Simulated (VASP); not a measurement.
# LiH (Fm-3m) in VASP: further runs

LiH is run at these levels: PBEsol; tasks: single point.

Program: VASP 6.6.1. These are calculated values, not measurements. Logs are shortened: lines on timing, memory, paths and dates and some standing lists are left out, and cuts for length are marked.

### 1 The cell of the first run

Symmetry: Fm-3m, No. 225, cubic system. Conventional cell: a = 4.046 Å, b = 4.046 Å, c = 4.046 Å, α = 90.00°, β = 90.00°, γ = 90.00°. Within 2.7 Å of Li (site symmetry m-3m) lie 6 H at 2.02 Å. Within 2.7 Å of H (site symmetry m-3m) lie 6 Li at 2.02 Å.

### 2 Single point, PBEsol (volume scaled by 0.98)

The input, INCAR:

```
PREC     = Accurate       # precision mode
ENCUT    = 520            # plane-wave cutoff, eV
EDIFF    = 1E-6           # SCF threshold, eV
ISMEAR   = -1             # smearing method
SIGMA    = 0.05           # smearing width, eV
LREAL    = F              # projectors in reciprocal space
LASPH    = T              # aspherical terms in the spheres
NELM     = 80             # most SCF steps
ALGO     = Normal         # electronic algorithm
ISIF     = 2              # what is computed and relaxed
LWAVE    = F              # write WAVECAR
LCHARG   = T              # write CHGCAR
GGA      = PS             # functional
LELF     = T              # ELF
LVHAR    = T            
NBANDS   = 9              # bands
```

The input, KPOINTS:

```
regular mesh
0
Gamma
  11 11 11
```

The input, POSCAR:

```
LiH
1.0
    0.0000000000      2.0230801250      2.0230801250
    2.0230801250      0.0000000000      2.0230801250
    2.0230801250      2.0230801250      0.0000000000
Li H
1 1
Direct
    0.0000000000      0.0000000000      0.0000000000
    0.5000000000      0.5000000000      0.5000000000
```

Potentials or basis: VASP PAW PBE potentials, release 64 (Li_sv, H).

Command:

```bash
cat potpaw_PBE.64/Li_sv/POTCAR potpaw_PBE.64/H/POTCAR > POTCAR
mpirun -np 1 vasp_std > vasp.out
```

OUTCAR:

```text
PREC = Accurate
   ENCUT = 520
   EDIFF = 1E-6
   ISMEAR = -1
   LREAL = F
   LASPH = T
   NELM = 80
   ISIF = 2
   GGA = PS

 ion  position               nearest neighbor table
   1  0.000  0.000  0.000-
   2  0.500  0.500  0.500-

  LATTYP: Found a face centered cubic cell.
 ALAT       =     4.0461602500

  Lattice vectors:

 A1 = (   0.0000000000,   2.0230801250,   2.0230801250)
 A2 = (   2.0230801250,   0.0000000000,   2.0230801250)
 A3 = (   2.0230801250,   2.0230801250,   0.0000000000)

Analysis of symmetry for initial positions (statically):
=====================================================================
 Subroutine PRICEL returns:
 Original cell was already a primitive cell.

 Routine SETGRP: Setting up the symmetry group for a
 face centered cubic supercell.

 Subroutine GETGRP returns: Found 48 space group operations
 (whereof 48 operations were pure point group operations)
 out of a pool of 48 trial point group operations.

The static configuration has the point symmetry O_h .

Analysis of symmetry for dynamics (positions and initial velocities):
=====================================================================
 Subroutine PRICEL returns:
 Original cell was already a primitive cell.

 Routine SETGRP: Setting up the symmetry group for a
 face centered cubic supercell.

 Subroutine GETGRP returns: Found 48 space group operations
 (whereof 48 operations were pure point group operations)
 out of a pool of 48 trial point group operations.

The dynamic configuration has the point symmetry O_h .

 Subroutine INISYM returns: Found 48 space group operations
 (whereof 48 operations are pure point group operations),
 and found     1 'primitive' translations

----------------------------------------------------------------------------------------

                                     Primitive cell

  volume of cell :      16.5603

  direct lattice vectors                    reciprocal lattice vectors
     0.000000000  2.023080125  2.023080125    -0.247147898  0.247147898  0.247147898
     2.023080125  0.000000000  2.023080125     0.247147898 -0.247147898  0.247147898
     2.023080125  2.023080125  0.000000000     0.247147898  0.247147898 -0.247147898

  length of vectors
     2.861067351  2.861067351  2.861067351     0.428072716  0.428072716  0.428072716

  position of ions in fractional coordinates (direct lattice)
     0.000000000  0.000000000  0.000000000
     0.500000000  0.500000000  0.500000000

  ion indices of the primitive-cell ions
   primitive index   ion index
                 1           1
                 2           2

----------------------------------------------------------------------------------------

 KPOINTS: regular mesh

Automatic generation of k-mesh.
 Grid dimensions read from file:
 generate k-points for:   11   11   11

 Generating k-lattice:

  Cartesian coordinates                     Fractional coordinates (reciprocal lattice)
    -0.022467991  0.022467991  0.022467991     0.090909091  0.000000000  0.000000000
     0.022467991 -0.022467991  0.022467991     0.000000000  0.090909091  0.000000000
     0.022467991  0.022467991 -0.022467991     0.000000000  0.000000000  0.090909091

  Length of vectors
     0.038915701  0.038915701  0.038915701

  Shift w.r.t. Gamma in fractional coordinates (k-lattice)
     0.000000000  0.000000000  0.000000000

 Subroutine IBZKPT returns following result:
 ===========================================

 Found     56 irreducible k-points:

 Following reciprocal coordinates:
            Coordinates               Weight
  0.000000  0.000000  0.000000      1.000000
  0.090909  0.000000  0.000000      8.000000
  0.181818  0.000000  0.000000      8.000000
  0.272727  0.000000  0.000000      8.000000
  0.363636  0.000000  0.000000      8.000000
  0.454545  0.000000  0.000000      8.000000
[... 16 lines left out ...]
 -0.272727  0.181818  0.000000     24.000000
 -0.181818  0.181818  0.000000     12.000000
 [... further k-points ...]
   k-points           NKPTS =     56   k-points in BZ     NKDIM =     56   number of bands    NBANDS=      9
   number of dos      NEDOS =    301   number of ions     NIONS =      2
   total plane-waves  NPLWV =  13824
   dimension x,y,z NGX =    24 NGY =   24 NGZ =   24
   dimension x,y,z NGXF=    48 NGYF=   48 NGZF=   48
   ions per type =               1   1
   NGX,Y,Z   is equivalent  to a cutoff of  13.95, 13.95, 13.95 a.u.
   NGXF,Y,Z  is equivalent  to a cutoff of  27.89, 27.89, 27.89 a.u.
 SYSTEM =  unknown system
   PREC   = accura    normal or accurate (medium, high low for compatibility)
   ISTART =      0    job   : 0-new  1-cont  2-samecut
   ICHARG =      2    charge: 1-file 2-atom 10-const
   ISPIN  =      1    spin polarized calculation?
   LNONCOLLINEAR =      F non collinear calculations
   LSORBIT =      F    spin-orbit coupling
   LASPH  =      T    aspherical Exc in radial PAW
   ENCUT  =  520.0 eV  38.22 Ry    6.18 a.u.   5.32  5.32  5.32*2*pi/ulx,y,z
   NELM   =     80;   NELMIN=  2; NELMDL= -5     # of ELM steps
   EDIFF  = 0.1E-05   stopping-criterion for ELM
   LREAL  =      F    real-space projection
   EDIFFG = 0.1E-04   stopping-criterion for IOM
   NSW    =      0    number of steps for IOM
   IBRION =     -1    ionic relax: 0-MD 1-quasi-New 2-CG
   NFREE  =      0    steps in history (QN), initial steepest desc. (CG)
   ISIF   =      2    stress and relaxation
   ISYM   =      2    0-nonsym 1-usesym 2-fastsym
   POTIM  = 0.5000    time-step for ionic-motion
   TEBEG  =    0.0;   TEEND  =   0.0 temperature during run
   PSTRESS=    0.0 pullay stress
   NELECT =       4.0000    total number of electrons
   NUPDOWN=      -1.0000    fix difference up-down
   EMIN   =  10.00;   EMAX   =-10.00  energy-range for DOS
   EFERMI =   0.00;   METHOD = LEGACY
   ISMEAR =    -1;   SIGMA  =   0.05  broadening in eV -4-tet -1-fermi 0-gaus
   EFERMI_NEDOS =   21; number of points for ismear=-14 and -15
   IALGO  =     38    algorithm
   IMIX   =      4    mixing-type and parameters
     AMIX     =   0.40;   BMIX     =  1.00
     AMIX_MAG =   1.60;   BMIX_MAG =  1.00
  volume/ion in A,a.u.               =       8.28        55.88
  Fermi-wavevector in a.u.,A,eV,Ry     =   1.019542  1.926655 14.142789  1.039466
  Thomas-Fermi vector in A             =   2.153061
   LORBIT       =      0    0 simple, 1 ext, 2 COOP (PROOUT), +10 PAW based schemes
   GGA     = PS    functional components
   LHFCALC =     F    Hartree Fock is set to
   AEXX    =    0.0000 exact exchange contribution
   IVDW    =     0    specifies the selected vdW correction
   LEPSILON=     F    determine dielectric tensor
   LRPA    =     F    only Hartree local field effects (RPA)
 non-spin polarized calculation
  energy-cutoff  :      520.00
  volume of cell :       16.56
 maximum number of plane-waves:       459
 NGX is ok and might be reduce to    24
   NGX = 11   NGY = 11   NGZ = 11

 number of electron       3.9999996 magnetization

 Free energy of the ion-electron system (eV)
  ---------------------------------------------------
  ext. energy  EPLUGINS =         0.00000000
  ---------------------------------------------------
  free energy    TOTEN  =        -6.11660827 eV

  energy without entropy =       -6.11660827  energy(sigma->0) =       -6.11660827

 E-fermi :   1.0312     XC(G=0):  -8.5210

 val. band max:       -0.0162089936   @ k =  -0.4545   0.4545   0.0000
 cond. band min:       2.9454369333   @ k =  -0.4545   0.4545   0.0000
 fundamental gap:      2.9616459269
 Fermi energy:         1.0312356493

 k-point     1 :       0.0000    0.0000    0.0000
  band No.  band energies     occupation
      1     -43.7005      2.00000
      2      -5.4095      2.00000
      3      15.7634      0.00000
      4      17.4799      0.00000
      5      17.4799      0.00000
      6      17.4799      0.00000
      7      22.0341      0.00000
      8      22.0341      0.00000
      9      22.0341      0.00000

 k-point     2 :       0.0909    0.0000    0.0000
  band No.  band energies     occupation
      1     -43.6967      2.00000
      2      -5.2638      2.00000
      3      14.5366      0.00000
      4      16.6274      0.00000
      5      17.1479      0.00000
      6      17.1479      0.00000
      7      21.4538      0.00000
      8      22.7368      0.00000
      9      22.7368      0.00000

 k-point     3 :       0.1818    0.0000    0.0000
  band No.  band energies     occupation
      1     -43.6874      2.00000
      2      -4.8362      2.00000
      3      11.6641      0.00000
      4      15.4852      0.00000
      5      16.5682      0.00000
      6      16.5682      0.00000
      7      22.0847      0.00000
      8      23.0570      0.00000
      9      23.0570      0.00000

 k-point     4 :       0.2727    0.0000    0.0000
  band No.  band energies     occupation
      1     -43.6749      2.00000
      2      -4.1610      2.00000
      3       8.7347      0.00000
      4      14.5008      0.00000
      5      16.1561      0.00000
      6      16.1561      0.00000
      7      21.1989      0.00000
      8      21.1989      0.00000
      9      23.3630      0.00000
[... 205 lines left out ...]
 k-point    22 :      -0.3636    0.1818    0.0000
  band No.  band energies     occupation
      1     -43.6526      2.00000
      2      -2.2637      2.00000
      3       5.4083      0.00000
      4       9.4290      0.00000
      5      14.4072      0.00000
      6      15.3360      0.00000
      7      21.9623      0.00000
      8      24.5089      0.00000
      9      26.4050      0.00000

 k-point    23 :      -0.2727    0.1818    0.0000
  band No.  band energies     occupation
      1     -43.6601      2.00000
      2      -3.0761      2.00000
      3       7.3251      0.00000
      4       9.5555      0.00000
      5      15.4511      0.00000
      6      15.7039      0.00000
      7      21.4969      0.00000
      8      24.2800      0.00000
      9      25.6457      0.00000

 k-point    24 :      -0.1818    0.1818    0.0000
  band No.  band energies     occupation
      1     -43.6707      2.00000
      2      -3.8935      2.00000
      3       9.9869      0.00000
      4      10.0159      0.00000
      5      15.7736      0.00000
      6      17.1895      0.00000
      7      21.0726      0.00000
      8      22.8423      0.00000
      9      24.4604      0.00000

 [... further k-points ...]

------------------------ aborting loop because EDIFF is reached ----------------------------------------

  FORCE on cell =-STRESS in cart. coord.  units (eV):
  Direction    XX          YY          ZZ          XY          YZ          ZX
  --------------------------------------------------------------------------------------
  -------------------------------------------------------------------------------------
  Total       -0.1919348     -0.1919348     -0.1919348      0.0000000      0.0000000     -0.0000000
  in kB      -18.5692774    -18.5692774    -18.5692774      0.0000000      0.0000000     -0.0000000
  external PRESSURE =     -18.5692774 kB  Pullay stress =       0.0000000 kB

 VOLUME and BASIS-vectors are now :
 -----------------------------------------------------------------------------
  energy-cutoff  :      520.00
  volume of cell :       16.56
      direct lattice vectors                 reciprocal lattice vectors
     0.000000000  2.023080125  2.023080125    -0.247147898  0.247147898  0.247147898
     2.023080125  0.000000000  2.023080125     0.247147898 -0.247147898  0.247147898
     2.023080125  2.023080125  0.000000000     0.247147898  0.247147898 -0.247147898

 POSITION                                       TOTAL-FORCE (eV/Angst)
 -----------------------------------------------------------------------------------
      0.00000      0.00000      0.00000         0.000000      0.000000     -0.000000
      2.02308      2.02308      2.02308        -0.000000     -0.000000      0.000000
 -----------------------------------------------------------------------------------
    total drift:                                0.000000     -0.000000     -0.000000

  FREE ENERGIE OF THE ION-ELECTRON SYSTEM (eV)
  ---------------------------------------------------
  free  energy   TOTEN  =        -6.1166082718 eV

  energy  without entropy=       -6.1166082718  energy(sigma->0) =       -6.11660827
```

It took 21 s on 1 thread of AMD EPYC 7R13, shared host; peak memory 0.1 GiB.

Results:

```
Free energy            : -6.1166 eV
Band gap on the k mesh : 2.96 eV, direct
```

Caveat: the cutoff is under 1.25 times the usual one of these potentials, so pressure, stress and relaxed cells hold a basis-set (Pulay) error; the PAW data sets were made with another functional, which shifts forces and pressure a little. A k mesh can miss the band edges.

### 3 Single point, PBEsol (volume scaled by 1.02)

The input, INCAR:

```
SYSTEM = LiH
ALGO = Normal
EDIFF = 1E-6
ENCUT = 520
GGA = PS
ISIF = 2
ISMEAR = -1
LASPH = .True.
LCHARG = .True.
LELF = .True.
LREAL = .False.
LVHAR = .True.
LWAVE = .False.
NBANDS = 9
NELM = 80
PREC = Accurate
SIGMA = 0.05
```

The input, KPOINTS:

```
k-points
0
Gamma
  11 11 11
  0 0 0
```

The input, POSCAR:

```
LiH
1.0
    0.0000000000      2.0502388037      2.0502388037
    2.0502388037      0.0000000000      2.0502388037
    2.0502388037      2.0502388037      0.0000000000
Li H
1 1
Direct
    0.0000000000      0.0000000000      0.0000000000
    0.5000000000      0.5000000000      0.5000000000
```

Potentials or basis: VASP PAW PBE potentials, release 64 (Li_sv, H).

Command:

```bash
cat potpaw_PBE.64/Li_sv/POTCAR potpaw_PBE.64/H/POTCAR > POTCAR
mpirun -np 1 vasp_std > vasp.out
```

It took 22 s on 1 thread of AMD EPYC 7R13, shared host; peak memory 0.1 GiB.

It converged, with:

| Property | Result |
| --- | --- |
| Free energy | -6.1074 eV |
| Band gap on the k mesh | 2.98 eV, direct |

Levels at points of the mesh, in eV from the valence-band top:
```
           k point  band 1  band 2  band 3  band 4  band 5  band 6  band 7
(0.00, 0.00, 0.00)  -43.73   -5.25   15.28   17.11   17.11   17.11   21.58
```

Caveat: the cutoff is under 1.25 times the usual one of these potentials, so pressure, stress and relaxed cells hold a basis-set (Pulay) error; the PAW data sets were made with another functional, which shifts forces and pressure a little.
